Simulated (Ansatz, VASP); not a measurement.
**GaS3 in VASP and in Ansatz**

File INCAR:

```
SYSTEM = GaS3
PREC     = Accurate       ! precision mode
ENCUT    = 600            ! plane-wave cutoff, eV
EDIFF    = 1E-6           ! SCF threshold, eV
ISMEAR   = 0              ! smearing method
SIGMA    = 0.1            ! smearing width, eV
LREAL    = .False.        ! projectors in reciprocal space
LASPH    = .True.         ! aspherical terms in the spheres
NELM     = 100            ! most SCF steps
ALGO     = Normal         ! electronic algorithm
ISIF     = 3              ! what is computed and relaxed
LWAVE    = .False.        ! write WAVECAR
LCHARG   = .False.        ! write CHGCAR
GGA      = PE             ! functional
IBRION   = 2              ! ionic algorithm
NSW      = 90             ! ionic steps
EDIFFG   = -0.04          ! ionic threshold
```

The input KPOINTS:

```
regular mesh
0
Gamma
  4 4 4
  0 0 0
```

File POSCAR:

```
GaS3
1.0
    0.0000000000      3.4928055800      3.4928055800
    3.4928055800      0.0000000000      3.4928055800
    3.4928055800      3.4928055800      0.0000000000
Ga S
1 3
Direct
    0.0000000000      0.0000000000      0.0000000000
    0.5000000000      0.5000000000      0.5000000000
    0.7500000000      0.7500000000      0.7500000000
    0.2500000000      0.2500000000      0.2500000000
```

Input for Ansatz:

```yaml
crystal:
  lattice:
    - [0.0, 3.49280558, 3.49280558]
    - [3.49280558, 0.0, 3.49280558]
    - [3.49280558, 3.49280558, 0.0]
  atoms:
    - { symbol: Ga, position: [0.0, 0.0, 0.0] }
    - { symbol: S, position: [0.5, 0.5, 0.5] }
    - { symbol: S, position: [0.75, 0.75, 0.75] }
    - { symbol: S, position: [0.25, 0.25, 0.25] }
basis:
  ecutwfc: 420
kpoints:
  mp_grid: { grid: [4, 4, 4] }
hamiltonian:
  xc: pbe
scf:
  occupations: { method: gaussian, width: 0.1 }
  lower_state_search: "off"
output:
  forces: true
  stress: true
  eigenvalues: true
relax:
  adjacent_minimum: "off"
  f_tol: 0.04
  max_steps: 70
  cell: { stress_tol: 0.4 }
```

Alike in both runs: task relaxation of cell and atoms; functional PBE; k mesh 4 × 4 × 4; occupations gaussian, width 0.1 eV; no spin polarisation.

|  | VASP | Ansatz |
| --- | --- | --- |
| version | VASP 6.6.1 | Ansatz 0.2.0 |
| potentials or method | VASP PAW PBE potentials, release 64 (Ga_d, S), cutoff 600 eV | scalar-relativistic, plane waves, PAW |
| valence electrons in the cell | 31 | 31 |

|  | VASP | Ansatz | Ansatz less VASP |
| --- | --- | --- | --- |
| gap on the k mesh at the Fermi level, each at its own relaxed structure (eV) | none | none | - |
| relaxed volume (Å³/atom) | 16.55 | 16.58 | +0.026 |
| relaxed cell length with the largest relative difference (Å) | 4.541 | 4.543 | +0.0023 |

A gap of «none» marks a metal or a gap that the smearing closes.

The k mesh is coarse, so the values compare programs but aren't converged. Noted on VASP's run: the volume moved by over 15 % at a fixed basis, so the end points are rough.
